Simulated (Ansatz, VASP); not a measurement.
# Mo: VASP beside Ansatz

Contents of INCAR:

```
PREC     = Accurate       # precision mode
ENCUT    = 520            # plane-wave cutoff, eV
EDIFF    = 1E-6           # SCF threshold, eV
ISMEAR   = -1             # smearing method
SIGMA    = 0.1            # smearing width, eV
LREAL    = F              # projectors in reciprocal space
LASPH    = T              # aspherical terms in the spheres
NELM     = 100            # most SCF steps
ALGO     = Normal         # electronic algorithm
ISIF     = 2              # what is computed and relaxed
LWAVE    = F              # write WAVECAR
LCHARG   = F              # write CHGCAR
GGA      = B5             # functional
ALDAX    = 1.0          
AGGAX    = 1.0          
AGGAC    = 1.0          
ALDAC    = 0.0          
NBANDS   = 28             # bands
```

File KPOINTS:

```
Automatic mesh
0
Gamma
  9 9 14
```

The input POSCAR:

```
Mo
1.0
    4.8616194905      0.0000000000      0.0000000000
   -2.4308097453      4.2102859823      0.0000000000
    0.0000000000      0.0000000000      2.6588618890
Mo
3
Direct
    0.0000000000      1.0000000000      1.0000000000
    0.3333333333      0.6666666667      0.5000000000
    0.6666666667      0.3333333333      0.5000000000
```

Input for Ansatz:

```yaml
crystal:
  lattice:
    - [4.8616194905, 0.0, 0.0]
    - [-2.4308097453, 4.2102859823, 0.0]
    - [0.0, 0.0, 2.658861889]
  atoms:
    - { symbol: Mo, position: [0.0, 1.0, 1.0] }
    - { symbol: Mo, position: [0.3333333333, 0.6666666667, 0.5] }
    - { symbol: Mo, position: [0.6666666667, 0.3333333333, 0.5] }
hamiltonian:
  xc: blyp
  pseudopotentials:
    kind: paw
    azcp:
      Mo: "pseudopotentials/Mo.paw.azcp"
basis:
  ecutwfc: 420
  fft_grid_basis: typed
kpoints:
  mp_grid: { grid: [9, 9, 14], shift: [0, 0, 0] }
magnetization:
  spin_polarized: false
scf:
  occupations: { method: fermi_dirac, width: 0.1 }
  lower_state_search: "off"
output:
  stress: true
```

Alike in both runs: task single point; functional BLYP; k mesh 9 × 9 × 14; occupations fermi-dirac, width 0.1 eV; no spin polarisation.

```csv
,VASP,Ansatz
version,VASP 6.6.1,Ansatz 0.2.0
potentials or method,"VASP PAW PBE potentials, release 64 (Mo_sv), cutoff 520 eV","plane waves (420 eV) with PAW, scalar-relativistic"
valence electrons in the cell,42,42
```

|  | VASP | Ansatz | Ansatz less VASP |
| --- | --- | --- | --- |
| pressure (GPa) | -13.2 | -13.9 | -0.62 |
| traceless stress, the component that is largest in VASP (GPa) | -1.95 | -2.04 | -0.086 |

VASP's potentials were made for PBE, not for BLYP. With one functional, cell and mesh, what is left measures potentials, basis and numerics.
